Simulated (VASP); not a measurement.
Set up this calculation in VASP 6.6.1, as the native input.

```yaml
Task: single point
Functional: PBE
Potentials_or_basis: VASP PAW PBE potentials, release 64 (Sr_sv, O)
Cutoff: 520 eV
k_mesh: 8 × 8 × 8
Occupations: gaussian, width 0.05 eV
Spin: no spin polarisation
Dipole_correction: no
Further_INCAR_settings: ALGO = Normal; EDIFF = 1e-07; NBANDS = 15
```

The structure of SrO lies in POSCAR:

```
SrO
1.0
    0.0000000000      2.6340450000      2.5055550000
    2.6340450000      0.0000000000      2.5055550000
    2.6340450000      2.6340450000      0.0000000000
Sr O
1 1
Direct
    0.0000000000      0.0000000000      0.0000000000
    0.5000000000      0.5000000000      0.5000000000
```

This cell differs from its parent crystal: strain +0.025 along x and y, -0.025 along z.

These files were run (other wordings do the same):

INCAR

```
ALGO     = Normal         # electronic algorithm
EDIFF    = 1E-7           # SCF threshold, eV
ENCUT    = 520            # plane-wave cutoff, eV
GGA      = PE             # functional
ISIF     = 2              # what is computed and relaxed
ISMEAR   = 0              # smearing method
LASPH    = True           # aspherical terms in the spheres
LCHARG   = False          # write CHGCAR
LREAL    = False          # projectors in reciprocal space
LWAVE    = False          # write WAVECAR
NBANDS   = 15             # bands
NELM     = 100            # most SCF steps
PREC     = Accurate       # precision mode
SIGMA    = 0.05           # smearing width, eV
```

KPOINTS

```
k-points
0
Gamma
  8 8 8
```

Potentials or basis: VASP PAW PBE potentials, release 64 (Sr_sv, O).

Run with:

```sh
$ cat potpaw_PBE.64/Sr_sv/POTCAR potpaw_PBE.64/O/POTCAR > POTCAR
$ mpirun -np 1 vasp_std > vasp.out
```

Results of the run:

| Item | Value |
| --- | --- |
| Pressure | 1.7 GPa |
| Band gap on the k mesh | 3.03 eV, indirect (least direct gap 3.30 eV) |

Caveat: the cell differs from its parent crystal (strain +0.025 along x and y, -0.025 along z).

It took 50 s on 1 thread of AMD EPYC 9R45, with other jobs on the host, peak memory 0.15 GiB.
